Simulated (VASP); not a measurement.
Input of a VASP 6.6.1 run:

INCAR

```
PREC = Accurate ; ENCUT = 520
EDIFF = 1E-6 ; ISMEAR = 0
SIGMA = 0.01 ; LREAL = F
LASPH = T ; NELM = 80
ALGO = Normal ; ISIF = 2
LWAVE = F ; LCHARG = T
GGA = PE ; LELF = T
LVHAR = T ; NBANDS = 28
```

KPOINTS

```
regular mesh
0
Gamma
  6 6 4
```

Contents of POSCAR:

```
SnTe
1.0
    5.3967552076      0.0000000001      0.0000000000
   -2.6983776038      4.6737271077      0.0000000000
    0.0000000000      0.0000000000      6.4878041586
Sn Te
2 2
Direct
    0.3333333333      0.6666666667     -0.0459806339
    0.6666666667      0.3333333333      0.4540193661
    0.3333333333      0.6666666667      0.4209806339
    0.6666666667      0.3333333333      0.9209806339
```

Potentials or basis: VASP PAW PBE potentials, release 64 (Sn_d, Te).

Command:

```bash
$ cat potpaw_PBE.64/Sn_d/POTCAR potpaw_PBE.64/Te/POTCAR > POTCAR
$ mpirun -np 1 vasp_std > vasp.out
```

**Question.** Predict the pressure.

**Answer.** 0.6 GPa.

**Question.** Estimate the band gap on the k mesh.

**Answer.** 0.63 eV (least direct gap 0.73 eV).

**Question.** What does it give for the largest force?

**Answer.** 0.082 eV/Å.

Forces on the atoms (eV/Å):
```
Sn   0.000  0.000 -0.082
Sn   0.000  0.000 -0.082
Te   0.000  0.000  0.082
Te   0.000  0.000  0.082
```

Caveat: spin-orbit coupling is left out, which moves the levels of the heavy elements. A k mesh can miss the band edges.
